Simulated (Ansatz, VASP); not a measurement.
## NiSb: VASP beside Ansatz

File INCAR:

```
SYSTEM = NiSb
PREC = Accurate
ENCUT = 520
EDIFF = 1E-6
ISMEAR = -1
SIGMA = 0.05
LREAL = .False.
LASPH = .True.
NELM = 150
ALGO = Normal
ISIF = 2
LWAVE = .False.
LCHARG = .False.
ISPIN = 2
MAGMOM = 0 0 1 1
LORBIT = 11
LMAXMIX = 4
GGA = CA
NBANDS = 27
```

File KPOINTS:

```
Automatic mesh
0
Gamma
  8 8 5
  0 0 0
```

Contents of POSCAR:

```
NiSb
1.0
    3.9280000000      0.0000000000      0.0000000000
   -1.9640000000      3.4017477861      0.0000000000
    0.0000000000      0.0000000000      5.1200000000
Sb Ni
2 2
Direct
    0.6666666667      0.3333333333      0.7500000000
    0.3333333333      0.6666666667      0.2500000000
    0.0000000000      0.0000000000      0.5000000000
    0.0000000000      0.0000000000      0.0000000000
```

Contents of input.yaml:

```yaml
crystal:
  lattice:
    - [3.928, 0.0, 0.0]
    - [-1.964, 3.4017477861, 0.0]
    - [0.0, 0.0, 5.12]
  atoms:
    - { symbol: Sb, position: [0.6666666667, 0.3333333333, 0.75] }
    - { symbol: Sb, position: [0.3333333333, 0.6666666667, 0.25] }
    - { symbol: Ni, position: [0.0, 0.0, 0.5], spin: 1.0 }
    - { symbol: Ni, position: [0.0, 0.0, 0.0], spin: 1.0 }
kpoints:
  mp_grid: { grid: [8, 8, 5] }
  band_path:
    path:
      - [0.0, 0.0, 0.0]
      - [0.5, 0.0, 0.0]
      - [0.3333333333, 0.3333333333, 0.0]
      - [0.0, 0.0, 0.0]
      - [0.0, 0.0, 0.5]
      - [0.5, 0.0, 0.5]
      - [0.3333333333, 0.3333333333, 0.5]
      - [0.0, 0.0, 0.5]
    npoints: 6
scf:
  occupations: { method: fermi_dirac, width: 0.05 }
hamiltonian:
  xc: lda
  pseudopotentials: { kind: all_electron, lapw: { basis_error: 0.002 } }
magnetization:
  spin_polarized: true
output:
  forces: true
  stress: true
  eigenvalues: true
```

Alike in both runs: functional LDA; k mesh 8 × 8 × 5; occupations fermi-dirac, width 0.05 eV; collinear spin.

|  | VASP | Ansatz |
| --- | --- | --- |
| version | VASP 6.6.1 | Ansatz 0.2.0 |
| potentials or method | VASP PAW LDA potentials, release 64 (Sb, Ni), cutoff 520 eV | all-electron LAPW, scalar-relativistic |
| task | single point | band structure |

Ansatz gave:

```
gap on the k mesh at the Fermi level (eV)                     : none
pressure (GPa)                                                : -5.5
traceless stress, the component that is largest in VASP (GPa) : -0.47
net moment per atom (μB)                                      : 0.00
```

Q: Which values does VASP return?

A: gap on the k mesh at the Fermi level (eV): none; pressure (GPa): -5.3; traceless stress, the component that is largest in VASP (GPa): -0.35; net moment per atom (μB): 0.00.

LDA's correlation is that of Perdew and Zunger in VASP and of Perdew and Wang (1992) in Ansatz. A gap of «none» marks a metal or a gap that the smearing closes. Ansatz ran all-electron here, and VASP with PAW potentials.

Neither program's run includes spin-orbit coupling.
